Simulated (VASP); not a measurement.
**TiN: single point with PBE**

Crystal: TiN.

```
Ti N
1.0
     0.00000    2.05765    2.05765
     2.05765    0.00000    2.05765
     2.05765    2.05765    0.00000
Ti N
1 1
Direct
  0.00000 0.00000 0.00000
  0.50000 0.50000 0.50000
```

```json
{"Program": "VASP 6.6.1", "Task": "single point", "Functional": "PBE", "Potentials or basis": "VASP PAW PBE potentials, release 64 (Ti_sv, N)", "Cutoff": "520 eV", "k mesh": "18 × 18 × 18", "Occupations": "gaussian, width 0.1 eV", "Spin": "no spin polarisation", "Dipole correction": "no", "Further INCAR settings": "ALGO = Normal; EDIFF = 1e-06; NBANDS = 16"}
```

```yaml
Pressure: 32.4 GPa
Band_gap_on_the_k_mesh: zero (an odd number of electrons rules out a gap without spin polarisation)
```

Levels at points of the mesh, in eV from the Fermi level:
| k point | band 5 | band 6 | band 7 | band 8 | band 9 | band 10 | band 11 | band 12 | band 13 | band 14 |
| --- | --- | --- | --- | --- | --- | --- | --- | --- | --- | --- |
| (0.00, 0.00, 0.00) | -17.67 | -2.17 | -2.17 | -2.17 | -0.71 | -0.71 | -0.71 | 0.66 | 0.66 | 6.49 |
| (0.50, 0.00, 0.00) | -14.78 | -8.67 | -5.98 | -5.98 | 1.94 | 1.94 | 2.72 | 6.48 | 6.48 | 6.52 |
| (0.50, 0.50, 0.00) | -16.23 | -6.03 | -3.48 | -3.36 | -3.36 | 1.88 | 2.75 | 2.75 | 4.32 | 11.90 |

Wall time 72 s on 1 thread of Intel Xeon 8259CL, on a shared host, peak memory 0.18 GiB.

Caveat: the cell stands under pressure.
